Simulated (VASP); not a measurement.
Here is a VASP 6.6.1 calculation.

Contents of INCAR:

```
SYSTEM = ZrSi2
PREC = Accurate ; ENCUT = 520
EDIFF = 1E-6 ; ISMEAR = -4
SIGMA = 0.1 ; LREAL = Auto
LASPH = .True. ; NELM = 80
ALGO = Fast ; ISIF = 2
LWAVE = .False. ; LCHARG = .True.
LDIPOL = .True. ; IDIPOL = 3
DIPOL = 0.5 0.5 0.498 ; GGA = PS
LELF = .True. ; LVHAR = .True.
LVACPOTAV = .True. ; NBANDS = 98
```

KPOINTS

```
regular mesh
0
Gamma
  10 5 1
  0 0 0
```

Contents of POSCAR:

```
ZrSi2
1.0
    3.6567655750      0.0000000000      0.0000000000
    0.0000000000      7.5110806109      0.0000000000
    0.0000000000      0.0000000000     28.5530348299
Si Zr
16 8
Direct
    0.2500000000      0.8387151255      0.2626691014
    0.7500000000      0.0416371108      0.2761342744
    0.2500000000      0.4098283306      0.3005661193
    0.7500000000      0.3508761420      0.3630106670
    0.2500000000      0.7190673618      0.3874425119
    0.7500000000      0.9219893471      0.4009076849
    0.2500000000      0.2901805669      0.4253395298
    0.7500000000      0.2312283783      0.4877840775
    0.2500000000      0.5994195981      0.5122159225
    0.7500000000      0.8023415834      0.5256810955
    0.2500000000      0.1705328032      0.5501129404
    0.7500000000      0.1115806146      0.6125574881
    0.2500000000      0.4797718344      0.6369893330
    0.7500000000      0.6826938197      0.6504545060
    0.2500000000      0.0508850395      0.6748863509
    0.7500000000      0.9919328509      0.7373308986
    0.7500000000      0.6834466441      0.3187224463
    0.2500000000      0.0772578285      0.3448543399
    0.7500000000      0.5637988804      0.4434958569
    0.2500000000      0.9576100648      0.4696277505
    0.7500000000      0.4441511167      0.5682692674
    0.2500000000      0.8379623011      0.5944011610
    0.7500000000      0.3245033530      0.6930426780
    0.2500000000      0.7183145374      0.7191745716
```

Potentials or basis: VASP PAW PBE potentials, release 64 (Si, Zr_sv).

Launch:

```console
$ cat potpaw_PBE.64/Si/POTCAR potpaw_PBE.64/Zr_sv/POTCAR > POTCAR
$ mpirun -np 1 vasp_std > vasp.out
```

(1) Estimate the band gap on the k mesh.

(2) What does it give for the largest force?

Answers

(1) zero (bands 80 and 81 overlap by 0.26 eV).

(2) 1.287 eV/Å.

Caveat: the PAW data sets were made with another functional, which shifts forces and pressure a little; tetrahedron occupations give inexact forces and stress in metals.
